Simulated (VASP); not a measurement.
Write the native input for VASP 6.6.1 that does the following.

- Task: relaxation of cell and atoms
- Functional: PBE
- Potentials or basis: VASP PAW PBE potentials, release 64 (Al)
- Cutoff: 600 eV
- k mesh: 17 × 17 × 9
- Occupations: fermi-dirac, width 0.08 eV
- Spin: no spin polarisation
- Target pressure: 30 GPa
- Dipole correction: no
- Further INCAR settings: ALGO = Normal; EDIFF = 1e-07; IBRION = 2; EDIFFG = -0.005; NSW = 32; ISIF = 3

The structure of Al lies in POSCAR:

```
Al
1.0
    2.6440246775      0.0000000000      0.0000000000
   -1.3220123388      2.2897925389      0.0000000000
    0.0000000000      0.0000000000      4.3294026962
Al
2
Direct
    0.3333333333      0.6666666667      0.2500000000
    0.6666666667      0.3333333333      0.7500000000
```

The input as run:

INCAR

```
SYSTEM = Al
ALGO = Normal
EDIFF = 1E-7
EDIFFG = -0.005
ENCUT = 600
GGA = PE
IBRION = 2
ISIF = 3
ISMEAR = -1
LASPH = .True.
LCHARG = .False.
LREAL = .False.
LWAVE = .False.
NELM = 100
NSW = 32
PREC = Accurate
PSTRESS = 300.0
SIGMA = 0.08
```

KPOINTS

```
k-points
0
Gamma
  17 17 9
  0 0 0
```

Potentials or basis: VASP PAW PBE potentials, release 64 (Al).

Launch:

```console
$ cat potpaw_PBE.64/Al/POTCAR > POTCAR
$ mpirun -np 1 vasp_std > vasp.out
```

Results of the run:

```
Pressure after relaxing : 30.0 GPa
Band gap on the k mesh  : zero (band 3 reaches 14.30 eV, above the bottom of band 4 at 7.39 eV)
```

Caveat: the relaxation stopped at its first step, so nothing moved; the cell is relaxed towards a set pressure, so the enthalpy falls and the energy may rise.

Wall time 19 s on 1 thread of AMD EPYC 9R45 96-Core Processor (Zen 5), on a shared host, peak memory 0.13 GiB.
